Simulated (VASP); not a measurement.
Write the native input for VASP 6.6.1 that does the following.

```yaml
Task: single point
Functional: PBE
Potentials_or_basis: VASP PAW PBE potentials, release 64 (C)
Cutoff: 520 eV
k_mesh: 6 × 6 × 6
Occupations: gaussian, width 0.05 eV
Spin: no spin polarisation
Dipole_correction: no
Further_INCAR_settings: LREAL = Auto; ALGO = Normal; EDIFF = 1e-06; NBANDS = 43
```

The structure of C (a cell with a defect) lies in POSCAR:

```
C
1.0
    3.5715485858      0.0000000000     -3.5715485858
    0.0000000000      3.5715485858     -3.5715485858
    3.5715485858      3.5715485858      0.0000000000
C
15
Direct
    0.2500000000      0.2500000000      0.2500000000
    0.2500000000      0.7500000000      0.7500000000
    0.2500000000      0.7500000000      0.2500000000
    0.7500000000      0.2500000000      0.7500000000
    0.7500000000      0.2500000000      0.2500000000
    0.7500000000      0.7500000000      0.7500000000
    0.7500000000      0.7500000000      0.2500000000
    0.1250000000      0.1250000000      0.1250000000
    0.1250000000      0.1250000000      0.6250000000
    0.1250000000      0.6250000000      0.1250000000
    0.1962569881      0.5312500000      0.6362465060
    0.6250000000      0.1250000000      0.1250000000
    0.6250000000      0.1250000000      0.6250000000
    0.6250000000      0.6250000000      0.1250000000
    0.6250000000      0.6250000000      0.6250000000
```

This cell differs from its parent crystal: atom 11 moved 0.250 of the way to it and -0.175 Å across, host rigid.

These files were run (other wordings do the same):

INCAR

```
SYSTEM = C
PREC     = Accurate       ! precision mode
ENCUT    = 520            ! plane-wave cutoff, eV
EDIFF    = 1E-6           ! SCF threshold, eV
ISMEAR   = 0              ! smearing method
SIGMA    = 0.05           ! smearing width, eV
LREAL    = Auto         
LASPH    = .TRUE.         ! aspherical terms in the spheres
NELM     = 60             ! most SCF steps
ALGO     = Normal         ! electronic algorithm
ISIF     = 2              ! what is computed and relaxed
LWAVE    = .FALSE.        ! write WAVECAR
LCHARG   = .FALSE.        ! write CHGCAR
GGA      = PE             ! functional
NBANDS   = 43             ! bands
```

KPOINTS

```
regular mesh
0
G
  6 6 6
  0 0 0
```

Potentials or basis: VASP PAW PBE potentials, release 64 (C).

Launch:

```console
$ cat potpaw_PBE.64/C/POTCAR > POTCAR
$ mpirun -np 1 vasp_std > vasp.out
```

It gave:

```yaml
Pressure: -8.5 GPa
Largest_force: 5.986 eV/Å
Band_gap_on_the_k_mesh: zero (band 30 reaches 11.23 eV, above the bottom of band 31 at 8.97 eV)
```

Caveat: the cell differs from its parent crystal (atom 11 moved 0.250 of the way to it and -0.175 Å across, host rigid).

Wall time 5.3 min on 1 thread of Intel(R) Xeon(R) Platinum 8488C (Sapphire Rapids) (shared host), peak memory 0.32 GiB.
